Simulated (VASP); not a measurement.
# Mg2C (Fm-3m) in VASP: notebook

The runs below take Mg2C through single point, relaxation of cell and atoms, with r2SCAN, PBEsol, LDA, HSE06.

Program: VASP 6.6.1. These are calculated values, not measurements. Logs are shortened: lines on timing, memory, paths and dates and some standing lists are left out, and cuts for length are marked.

### 1 The cell of the first run

It takes space group Fm-3m (No. 225, cubic). The conventional cell has a = 5.422 Å, b = 5.422 Å, c = 5.422 Å, α = 90.00°, β = 90.00°, γ = 90.00°. Within 3.1 Å of C (site symmetry m-3m) lie 8 Mg at 2.35 Å. Within 3.1 Å of Mg (site symmetry -43m) lie 4 C at 2.35 Å and 6 Mg at 2.71 Å.

### 2 Single point, r2SCAN

File POSCAR:

```
Mg2C
1.0
    0.0000000000      2.7109426128      2.7109426128
    2.7109426128      0.0000000000      2.7109426128
    2.7109426128      2.7109426128      0.0000000000
C Mg
1 2
Direct
    0.0000000000      0.0000000000      0.0000000000
    0.2500000000      0.2500000000      0.2500000000
    0.7500000000      0.7500000000      0.7500000000
```

File INCAR.step1:

```
SYSTEM = Mg2C
PREC = Accurate ; ENCUT = 520
ISMEAR = 0 ; SIGMA = 0.01
LREAL = .FALSE. ; LASPH = .TRUE.
NELM = 100 ; NBANDS = 11
GGA = PE ; ALGO = Normal
EDIFF = 1E-4 ; LWAVE = .TRUE.
LCHARG = .FALSE.
```

File INCAR.step2:

```
SYSTEM = Mg2C
PREC = Accurate ; ENCUT = 520
EDIFF = 1E-6 ; ISMEAR = 0
SIGMA = 0.01 ; LREAL = .FALSE.
LASPH = .TRUE. ; NELM = 100
ALGO = Normal ; ISIF = 2
LWAVE = .FALSE. ; LCHARG = .TRUE.
METAGGA = R2SCAN ; LMIXTAU = .TRUE.
LELF = .TRUE. ; LVHAR = .TRUE.
NBANDS = 11 ; ISTART = 1
```

File KPOINTS:

```
regular mesh
0
G
  8 8 8
  0 0 0
```

Potentials or basis: VASP PAW PBE potentials, release 64 (C, Mg).

The run is started by

```
cat potpaw_PBE.64/C/POTCAR potpaw_PBE.64/Mg/POTCAR > POTCAR
cp INCAR.step1 INCAR
mpirun -np 1 vasp_std > vasp.out
cp INCAR.step2 INCAR
mpirun -np 1 vasp_std > vasp.out
```

OUTCAR:

```text
SYSTEM = Mg2C
   PREC = Accurate
   ENCUT = 520
   EDIFF = 1E-6
   ISMEAR = 0
   LREAL = .FALSE.
   LASPH = .TRUE.
   NELM = 100
   ISIF = 2
   METAGGA = R2SCAN
   ISTART = 1

 ion  position               nearest neighbor table
   1  0.000  0.000  0.000-   3 2.35   3 2.35   3 2.35   2 2.35   2 2.35   2 2.35   3 2.35   2 2.35

   2  0.250  0.250  0.250-   1 2.35   1 2.35   1 2.35   1 2.35   3 2.71   3 2.71   3 2.71   3 2.71
                             3 2.71   3 2.71
   3  0.750  0.750  0.750-   1 2.35   1 2.35   1 2.35   1 2.35   2 2.71   2 2.71   2 2.71   2 2.71
                             2 2.71   2 2.71

  LATTYP: Found a face centered cubic cell.
 ALAT       =     5.4218852256

  Lattice vectors:

 A1 = (   0.0000000000,   2.7109426128,   2.7109426128)
 A2 = (   2.7109426128,   0.0000000000,   2.7109426128)
 A3 = (   2.7109426128,   2.7109426128,   0.0000000000)

Analysis of symmetry for initial positions (statically):
=====================================================================
 Subroutine PRICEL returns:
 Original cell was already a primitive cell.

 Routine SETGRP: Setting up the symmetry group for a
 face centered cubic supercell.

 Subroutine GETGRP returns: Found 48 space group operations
 (whereof 48 operations were pure point group operations)
 out of a pool of 48 trial point group operations.

The static configuration has the point symmetry O_h .

Analysis of symmetry for dynamics (positions and initial velocities):
=====================================================================
 Subroutine PRICEL returns:
 Original cell was already a primitive cell.

 Routine SETGRP: Setting up the symmetry group for a
 face centered cubic supercell.

 Subroutine GETGRP returns: Found 48 space group operations
 (whereof 48 operations were pure point group operations)
 out of a pool of 48 trial point group operations.

The dynamic configuration has the point symmetry O_h .

 Subroutine INISYM returns: Found 48 space group operations
 (whereof 48 operations are pure point group operations),
 and found     1 'primitive' translations

----------------------------------------------------------------------------------------

                                     Primitive cell

  volume of cell :      39.8466

  direct lattice vectors                    reciprocal lattice vectors
     0.000000000  2.710942613  2.710942613    -0.184437692  0.184437692  0.184437692
     2.710942613  0.000000000  2.710942613     0.184437692 -0.184437692  0.184437692
     2.710942613  2.710942613  0.000000000     0.184437692  0.184437692 -0.184437692

  length of vectors
     3.833851810  3.833851810  3.833851810     0.319455454  0.319455454  0.319455454

  position of ions in fractional coordinates (direct lattice)
     0.000000000  0.000000000  0.000000000
     0.250000000  0.250000000  0.250000000
     0.750000000  0.750000000  0.750000000

  ion indices of the primitive-cell ions
   primitive index   ion index
                 1           1
                 2           2
                 3           3

----------------------------------------------------------------------------------------

 KPOINTS: regular mesh

Automatic generation of k-mesh.
 Grid dimensions read from file:
 generate k-points for:    8    8    8

 Generating k-lattice:

  Cartesian coordinates                     Fractional coordinates (reciprocal lattice)
    -0.023054712  0.023054712  0.023054712     0.125000000  0.000000000  0.000000000
     0.023054712 -0.023054712  0.023054712     0.000000000  0.125000000  0.000000000
     0.023054712  0.023054712 -0.023054712     0.000000000  0.000000000  0.125000000

  Length of vectors
     0.039931932  0.039931932  0.039931932

  Shift w.r.t. Gamma in fractional coordinates (k-lattice)
     0.000000000  0.000000000  0.000000000

 Subroutine IBZKPT returns following result:
 ===========================================

 Found     29 irreducible k-points:

 Following reciprocal coordinates:
            Coordinates               Weight
  0.000000  0.000000  0.000000      1.000000
  0.125000  0.000000  0.000000      8.000000
  0.250000  0.000000  0.000000      8.000000
  0.375000  0.000000  0.000000      8.000000
  0.500000  0.000000  0.000000      4.000000
  0.125000  0.125000  0.000000      6.000000
[... 16 lines left out ...]
  0.500000  0.250000  0.125000     48.000000
 -0.375000  0.250000  0.125000     24.000000
 [... further k-points ...]
   k-points           NKPTS =     29   k-points in BZ     NKDIM =     29   number of bands    NBANDS=     11
   number of dos      NEDOS =    301   number of ions     NIONS =      3
   total plane-waves  NPLWV =  27000
   dimension x,y,z NGX =    30 NGY =   30 NGZ =   30
   dimension x,y,z NGXF=    60 NGYF=   60 NGZF=   60
   ions per type =               1   2
   NGX,Y,Z   is equivalent  to a cutoff of  13.01, 13.01, 13.01 a.u.
   NGXF,Y,Z  is equivalent  to a cutoff of  26.02, 26.02, 26.02 a.u.
 SYSTEM =  Mg2C
   PREC   = accura    normal or accurate (medium, high low for compatibility)
   ISTART =      1    job   : 0-new  1-cont  2-samecut
   ICHARG =      0    charge: 1-file 2-atom 10-const
   ISPIN  =      1    spin polarized calculation?
   LNONCOLLINEAR =      F non collinear calculations
   LSORBIT =      F    spin-orbit coupling
   LASPH  =      T    aspherical Exc in radial PAW
   ENCUT  =  520.0 eV  38.22 Ry    6.18 a.u.   7.13  7.13  7.13*2*pi/ulx,y,z
   NELM   =    100;   NELMIN=  2; NELMDL=  0     # of ELM steps
   EDIFF  = 0.1E-05   stopping-criterion for ELM
   LREAL  =      F    real-space projection
   EDIFFG = 0.1E-04   stopping-criterion for IOM
   NSW    =      0    number of steps for IOM
   IBRION =     -1    ionic relax: 0-MD 1-quasi-New 2-CG
   NFREE  =      0    steps in history (QN), initial steepest desc. (CG)
   ISIF   =      2    stress and relaxation
   ISYM   =      2    0-nonsym 1-usesym 2-fastsym
   POTIM  = 0.5000    time-step for ionic-motion
   TEBEG  =    0.0;   TEEND  =   0.0 temperature during run
   PSTRESS=    0.0 pullay stress
   NELECT =       8.0000    total number of electrons
   NUPDOWN=      -1.0000    fix difference up-down
   EMIN   =  10.00;   EMAX   =-10.00  energy-range for DOS
   EFERMI =   0.00;   METHOD = LEGACY
   ISMEAR =     0;   SIGMA  =   0.01  broadening in eV -4-tet -1-fermi 0-gaus
   EFERMI_NEDOS =   21; number of points for ismear=-14 and -15
   IALGO  =     38    algorithm
   IMIX   =      4    mixing-type and parameters
     AMIX     =   0.40;   BMIX     =  1.00
     AMIX_MAG =   1.60;   BMIX_MAG =  1.00
  volume/ion in A,a.u.               =      13.28        89.63
  Fermi-wavevector in a.u.,A,eV,Ry     =   0.958608  1.811507 12.502799  0.918930
  Thomas-Fermi vector in A             =   2.087731
   LORBIT       =      0    0 simple, 1 ext, 2 COOP (PROOUT), +10 PAW based schemes
   METAGGA = R2SCAN    functional components
   LHFCALC =     F    Hartree Fock is set to
   AEXX    =    0.0000 exact exchange contribution
   IVDW    =     0    specifies the selected vdW correction
   LEPSILON=     F    determine dielectric tensor
   LRPA    =     F    only Hartree local field effects (RPA)
 non-spin polarized calculation
 Gauss-broadening in eV      SIGMA  =   0.01
  energy-cutoff  :      520.00
  volume of cell :       39.85
 maximum number of plane-waves:      1090
 NGX is ok and might be reduce to    30
   NGX = 15   NGY = 15   NGZ = 15

 number of electron       8.0000000 magnetization

 Free energy of the ion-electron system (eV)
  ---------------------------------------------------
  ext. energy  EPLUGINS =         0.00000000
  ---------------------------------------------------
  free energy    TOTEN  =       -17.80771778 eV

  energy without entropy =      -17.80771778  energy(sigma->0) =      -17.80771778

 E-fermi :   3.7590     XC(G=0): -10.4005

 val. band max:        3.6458550288   @ k =   0.0000   0.0000   0.0000
 cond. band min:       4.7559928286   @ k =   0.5000   0.5000   0.0000
 fundamental gap:      1.1101377997
 Fermi energy:         3.7590299279

 k-point     1 :       0.0000    0.0000    0.0000
  band No.  band energies     occupation
      1      -7.6458      2.00000
      2       3.6458      2.00000
      3       3.6458      2.00000
      4       3.6459      2.00000
      5       5.6003      0.00000
      6      10.8529      0.00000
      7      10.8529      0.00000
      8      10.8529      0.00000
      9      13.8727      0.00000
     10      13.8727      0.00000
     11      15.1798      0.00000

 k-point     2 :       0.1250    0.0000    0.0000
  band No.  band energies     occupation
      1      -7.4796      2.00000
      2       2.5113      2.00000
      3       3.5717      2.00000
      4       3.5717      2.00000
      5       6.4878      0.00000
      6      10.7540      0.00000
      7      11.0306      0.00000
      8      11.0306      0.00000
      9      12.8729      0.00000
     10      12.8729      0.00000
     11      14.8349      0.00000

 k-point     3 :       0.2500    0.0000    0.0000
  band No.  band energies     occupation
      1      -7.0219      2.00000
      2       0.8245      2.00000
      3       3.4100      2.00000
      4       3.4100      2.00000
      5       7.3494      0.00000
      6      10.6141      0.00000
      7      10.6686      0.00000
      8      10.6686      0.00000
      9      13.1292      0.00000
     10      13.1292      0.00000
     11      14.6346      0.00000
[... 267 lines left out ...]
 k-point    23 :       0.5000    0.2500    0.1250
  band No.  band energies     occupation
      1      -6.1442      2.00000
      2      -0.2302      2.00000
      3       1.7893      2.00000
      4       2.7697      2.00000
      5       7.7570      0.00000
      6       9.3134      0.00000
      7      10.9280      0.00000
      8      11.4751      0.00000
      9      13.4229      0.00000
     10      15.8177      0.00000
     11      17.6427      0.00000

 k-point    24 :      -0.3750    0.2500    0.1250
  band No.  band energies     occupation
      1      -5.8892      2.00000
      2      -0.6353      2.00000
      3       1.6628      2.00000
      4       2.5993      2.00000
      5       7.7908      0.00000
      6       9.0527      0.00000
      7      11.3305      0.00000
      8      11.6724      0.00000
      9      14.1115      0.00000
     10      15.0513      0.00000
     11      18.0570      0.00000

 [... further k-points ...]
[... 5 lines left out ...]
  --------------------------------------------------------------------------------------
  -------------------------------------------------------------------------------------
  Total       -0.0995038     -0.0995038     -0.0995038     -0.0000000     -0.0000000      0.0000000
  in kB       -4.0009151     -4.0009151     -4.0009151     -0.0000000     -0.0000000      0.0000000
  external PRESSURE =      -4.0009151 kB  Pullay stress =       0.0000000 kB

 VOLUME and BASIS-vectors are now :
 -----------------------------------------------------------------------------
  energy-cutoff  :      520.00
  volume of cell :       39.85
      direct lattice vectors                 reciprocal lattice vectors
     0.000000000  2.710942613  2.710942613    -0.184437692  0.184437692  0.184437692
     2.710942613  0.000000000  2.710942613     0.184437692 -0.184437692  0.184437692
     2.710942613  2.710942613  0.000000000     0.184437692  0.184437692 -0.184437692

 POSITION                                       TOTAL-FORCE (eV/Angst)
 -----------------------------------------------------------------------------------
      0.00000      0.00000      0.00000         0.000000     -0.000000     -0.000000
      1.35547      1.35547      1.35547         0.000000      0.000000      0.000000
      4.06641      4.06641      4.06641        -0.000000     -0.000000     -0.000000
 -----------------------------------------------------------------------------------
    total drift:                                0.000000     -0.000000     -0.000000

  FREE ENERGIE OF THE ION-ELECTRON SYSTEM (eV)
  ---------------------------------------------------
  free  energy   TOTEN  =       -17.8077177839 eV

  energy  without entropy=      -17.8077177839  energy(sigma->0) =      -17.80771778
```

Run time: 2 min. Hardware: 1 thread of Intel Xeon 8259CL, shared host; peak memory 0.17 GiB.

What came out:

```
Free energy            : -17.8077 eV
Pressure               : -0.4 GPa
Band gap on the k mesh : 1.11 eV (least direct gap 1.95 eV)
```

Caveat: the structure was generated, so it needn't be the stable form of Mg2C; the PAW data sets were made with another functional, which shifts forces and pressure a little.

### 3 Relaxation of cell and atoms, PBEsol

This run uses another cell than the first one, of 13.56 Å³/atom.

File INCAR:

```
  ALGO = Normal
  EDIFF = 1E-6
  EDIFFG = -0.005
  ENCUT = 600
  GGA = PS
  IBRION = 2
  ISIF = 3
  ISMEAR = -1
  LASPH = True
  LCHARG = False
  LREAL = False
  LWAVE = False
  NELM = 80
  NSW = 80
  PREC = Accurate
  SIGMA = 0.02
```

File KPOINTS:

```
k-points
0
Gamma
  8 8 8
```

File POSCAR:

```
Mg2C
1.0
    0.0000000000      2.7298509973      2.7298509973
    2.7298509973      0.0000000000      2.7298509973
    2.7298509973      2.7298509973      0.0000000000
C Mg
1 2
Direct
    0.0000000000      0.0000000000      0.0000000000
    0.2500000000      0.2500000000      0.2500000000
    0.7500000000      0.7500000000      0.7500000000
```

Potentials or basis: VASP PAW PBE potentials, release 64 (C, Mg).

The run is started by

```
cat potpaw_PBE.64/C/POTCAR potpaw_PBE.64/Mg/POTCAR > POTCAR
mpirun -np 1 vasp_std > vasp.out
```

OUTCAR:

```text
EDIFF = 1E-6
   EDIFFG = -0.005
   ENCUT = 600
   GGA = PS
   IBRION = 2
   ISIF = 3
   ISMEAR = -1
   LASPH = True
   LREAL = False
   NELM = 80
   NSW = 80
   PREC = Accurate

 ion  position               nearest neighbor table
   1  0.000  0.000  0.000-   3 2.36   3 2.36   3 2.36   2 2.36   3 2.36   2 2.36   2 2.36   2 2.36

   2  0.250  0.250  0.250-   1 2.36   1 2.36   1 2.36   1 2.36   3 2.73   3 2.73   3 2.73   3 2.73
                             3 2.73   3 2.73
   3  0.750  0.750  0.750-   1 2.36   1 2.36   1 2.36   1 2.36   2 2.73   2 2.73   2 2.73   2 2.73
                             2 2.73   2 2.73

  LATTYP: Found a face centered cubic cell.
 ALAT       =     5.4597019946

  Lattice vectors:

 A1 = (   0.0000000000,   2.7298509973,   2.7298509973)
 A2 = (   2.7298509973,   0.0000000000,   2.7298509973)
 A3 = (   2.7298509973,   2.7298509973,   0.0000000000)

Analysis of symmetry for initial positions (statically):
=====================================================================
 Subroutine PRICEL returns:
 Original cell was already a primitive cell.

 Routine SETGRP: Setting up the symmetry group for a
 face centered cubic supercell.

 Subroutine GETGRP returns: Found 48 space group operations
 (whereof 48 operations were pure point group operations)
 out of a pool of 48 trial point group operations.

The static configuration has the point symmetry O_h .

Analysis of symmetry for dynamics (positions and initial velocities):
=====================================================================
[... 151 lines left out ...]

 number of electron       8.0000000 magnetization

 Free energy of the ion-electron system (eV)
  ---------------------------------------------------
  ext. energy  EPLUGINS =         0.00000000
  ---------------------------------------------------
  free energy    TOTEN  =       -12.36708563 eV

  energy without entropy =      -12.36708563  energy(sigma->0) =      -12.36708563

 E-fermi :   3.9091     XC(G=0):  -9.9713

 val. band max:        3.5621522152   @ k =   0.0000   0.0000   0.0000
 cond. band min:       4.2442039231   @ k =   0.5000   0.5000   0.0000
 fundamental gap:      0.6820517078
 Fermi energy:         3.9091479696

 k-point     1 :       0.0000    0.0000    0.0000
  band No.  band energies     occupation
      1      -7.0373      2.00000
      2       3.5622      2.00000
      3       3.5622      2.00000
      4       3.5622      2.00000
      5       4.9295      0.00000
      6      10.0031      0.00000
      7      10.0031      0.00000
      8      10.0031      0.00000
[... 326 lines left out ...]
--------------------------------------- Ionic step        3  -------------------------------------------

 number of electron       8.0000000 magnetization

 Free energy of the ion-electron system (eV)
  ---------------------------------------------------
  ext. energy  EPLUGINS =         0.00000000
  ---------------------------------------------------
  free energy    TOTEN  =       -12.37192442 eV

  energy without entropy =      -12.37192442  energy(sigma->0) =      -12.37192442

 E-fermi :   4.0248     XC(G=0): -10.0485

 val. band max:        3.6761597744   @ k =   0.0000   0.0000   0.0000
 cond. band min:       4.3591397559   @ k =   0.5000   0.5000   0.0000
 fundamental gap:      0.6829799815
 Fermi energy:         4.0248072794

 k-point     1 :       0.0000    0.0000    0.0000
  band No.  band energies     occupation
      1      -7.0019      2.00000
      2       3.6762      2.00000
      3       3.6762      2.00000
      4       3.6762      2.00000
      5       5.1708      0.00000
      6      10.2397      0.00000
      7      10.2397      0.00000
      8      10.2397      0.00000
[... 283 lines left out ...]
  FREE ENERGIE OF THE ION-ELECTRON SYSTEM (eV)
  ---------------------------------------------------
  free  energy   TOTEN  =       -12.3719244157 eV

  energy  without entropy=      -12.3719244153  energy(sigma->0) =      -12.37192442

 reached required accuracy - stopping structural energy minimisation
```

CONTCAR:

```text
Mg2C
   1.00000000000000
    -0.0000000000000000    2.7114896887056719    2.7114896887056719
     2.7114896887056719   -0.0000000000000000    2.7114896887056719
     2.7114896887056719    2.7114896887056719    0.0000000000000000
  C               Mg
     1     2
Direct
     0.0000000000000000    0.0000000000000000    0.0000000000000000
     0.2500000000000000    0.2500000000000000    0.2500000000000000
     0.7500000000000000    0.7500000000000000    0.7500000000000000

  0.00000000E+00  0.00000000E+00  0.00000000E+00
  0.00000000E+00  0.00000000E+00  0.00000000E+00
  0.00000000E+00  0.00000000E+00  0.00000000E+00
```

Wall time 45 s (1 thread of Intel Xeon 8259CL, shared host); peak memory 0.19 GiB.

What came out:

* Free energy: -12.3719 eV
* Relaxed volume: 13.29 Å³/atom
* Relaxed cell: a = 3.835 Å, b = 3.835 Å, c = 3.835 Å, α = 60.00°, β = 60.00°, γ = 60.00°
* Space group after relaxing (to 0.1 Å): Fm-3m (No. 225)
* Energy gained by relaxing: 1.6 meV/atom
* Ionic steps: 3
* Pressure after relaxing: 0.0 GPa
* Band gap on the k mesh: 0.68 eV (least direct gap 1.49 eV)

Step by step:
```csv
step,energy change (eV),largest force (eV/Å),pressure (GPa),volume (Å³)
1,0.0000,0.0000,-1.86,40.69
2,-0.0048,0.0000,0.26,39.76
3,-0.0048,0.0000,0.00,39.87
```

Final structure:
```yaml
crystal:
  lattice:
    - [0.00000, 2.71149, 2.71149]
    - [2.71149, 0.00000, 2.71149]
    - [2.71149, 2.71149, 0.00000]
  atoms:
    - { symbol: C, position: [0.00000, 0.00000, 0.00000] }
    - { symbol: Mg, position: [0.25000, 0.25000, 0.25000] }
    - { symbol: Mg, position: [0.75000, 0.75000, 0.75000] }
```

Caveat: the structure was generated, so it needn't be the stable form of Mg2C; semilocal functionals underestimate gaps, and a narrow one can read as zero; the PAW data sets were made with another functional, which shifts forces and pressure a little. A k mesh can miss the band edges.

[end of part 1 of 2]
